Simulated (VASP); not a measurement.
Write the native input for VASP 6.6.1 that does the following.

```
Task                   : single point
Functional             : LDA
Potentials or basis    : VASP PAW LDA potentials, release 64 (Rb_sv)
Cutoff                 : 520 eV
k mesh                 : 12 × 12 × 12
Occupations            : gaussian, width 0.15 eV
Spin                   : no spin polarisation
Dipole correction      : no
Further INCAR settings : ALGO = Normal; EDIFF = 1e-06; NBANDS = 10
```

The structure of Rb lies in POSCAR:

```
Rb
1.0
    0.0000000000      3.8425068287      3.2661308044
    3.8425068287      0.0000000000      3.2661308044
    3.8425068287      3.8425068287      0.0000000000
Rb
1
Direct
    0.0000000000      0.0000000000      0.0000000000
```

This cell differs from its parent crystal: ratio of the length along z to the lengths across it x 0.85, volume and fractional coordinates fixed.

The input as run:

INCAR

```
SYSTEM = Rb
PREC = Accurate
ENCUT = 520
EDIFF = 1E-6
ISMEAR = 0
SIGMA = 0.15
LREAL = .FALSE.
LASPH = .TRUE.
NELM = 100
ALGO = Normal
ISIF = 2
LWAVE = .FALSE.
LCHARG = .FALSE.
NBANDS = 10
```

KPOINTS

```
Automatic mesh
0
G
  12 12 12
  0 0 0
```

Potentials or basis: VASP PAW LDA potentials, release 64 (Rb_sv).

Command:

```sh
$ cat potpaw_LDA.64/Rb_sv/POTCAR > POTCAR
$ mpirun -np 1 vasp_std > vasp.out
```

It gave:

```yaml
Pressure: -0.5 GPa
```

Wall time 82 s on 1 thread of Intel(R) Xeon(R) Platinum 8259CL CPU @ 2.50GHz (Skylake/Cascade Lake), on a shared host, peak memory 0.29 GiB.
